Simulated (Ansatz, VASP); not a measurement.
**VO2 in VASP and in Ansatz**

Contents of INCAR:

```
SYSTEM = VO2
PREC = Accurate ; ENCUT = 600
EDIFF = 1E-6 ; ISMEAR = -1
SIGMA = 0.05 ; LREAL = .False.
LASPH = .True. ; NELM = 200
ALGO = Normal ; ISIF = 2
LWAVE = .False. ; LCHARG = .False.
ISPIN = 2 ; MAGMOM = 2 2 0 0 0 0
LORBIT = 11 ; LMAXMIX = 4
GGA = PE ; NBANDS = 38
GGA_COMPAT = .False.
```

The input KPOINTS:

```
Automatic mesh
0
Gamma
  6 6 9
  0 0 0
```

Contents of POSCAR:

```
VO2
1.0
    4.4151925128      0.0000000000      0.0000000000
    0.0000000000      4.4151925128      0.0000000000
    0.0000000000      0.0000000000      2.9823009287
V O
2 4
Direct
    0.5000000000      0.5000000000      0.5000000000
    0.0000000000      0.0000000000      0.0000000000
    0.2003580000      0.7996420000      0.5000000000
    0.7996420000      0.2003580000      0.5000000000
    0.7003580000      0.7003580000      0.0000000000
    0.2996420000      0.2996420000      0.0000000000
```

The input input.yaml:

```yaml
crystal:
  lattice:
    - [4.4151925128, 0.0, 0.0]
    - [0.0, 4.4151925128, 0.0]
    - [0.0, 0.0, 2.9823009287]
  atoms:
    - { symbol: V, position: [0.5, 0.5, 0.5], spin: 2.0 }
    - { symbol: V, position: [0.0, 0.0, 0.0], spin: 2.0 }
    - { symbol: O, position: [0.200358, 0.799642, 0.5] }
    - { symbol: O, position: [0.799642, 0.200358, 0.5] }
    - { symbol: O, position: [0.700358, 0.700358, 0.0] }
    - { symbol: O, position: [0.299642, 0.299642, 0.0] }
hamiltonian:
  xc: pbe
  pseudopotentials: { kind: nc, source: spms }
magnetization:
  spin_polarized: true
kpoints:
  mp_grid: { grid: [6, 6, 9] }
scf:
  occupations: { method: fermi_dirac, width: 0.05 }
output:
  forces: true
  stress: true
  eigenvalues: true
  write_density: true
  write_potential: true
  elf: true
  volumetric_format: npy
```

Alike in both runs: task single point; functional PBE; k mesh 6 × 6 × 9; occupations fermi-dirac, width 0.05 eV; collinear spin.

|  | VASP | Ansatz |
| --- | --- | --- |
| version | VASP 6.6.1 | Ansatz 0.2.0 |
| potentials or method | VASP PAW PBE potentials, release 64 (V_sv, O) | SPMS NC |
| plane-wave cutoff (eV) | 600 | 1034 |
| valence electrons in the cell | 50 | 50 |

VASP gave:

* gap on the k mesh at the Fermi level (eV): none
* pressure (GPa): 6.1
* traceless stress, the component that is largest in VASP (GPa): -13.10
* rms of the force components (eV/Å): 0.104
* net moment per atom (μB): 0.33
* size of the moment on the site where the two differ most (μB): 1.06

Question: Estimate Ansatz's values.

Answer: gap on the k mesh at the Fermi level (eV): none; pressure (GPa): 5.4; traceless stress, the component that is largest in VASP (GPa): -13.00; rms of the force components (eV/Å): 0.107; net moment per atom (μB): 0.33; size of the moment on the site where the two differ most (μB): 0.84.

Site moments also hang on the region over which each program counts them. Atom by atom the forces differ by 0.003 eV/Å (rms over components). A gap of «none» marks a metal or a gap that the smearing closes.
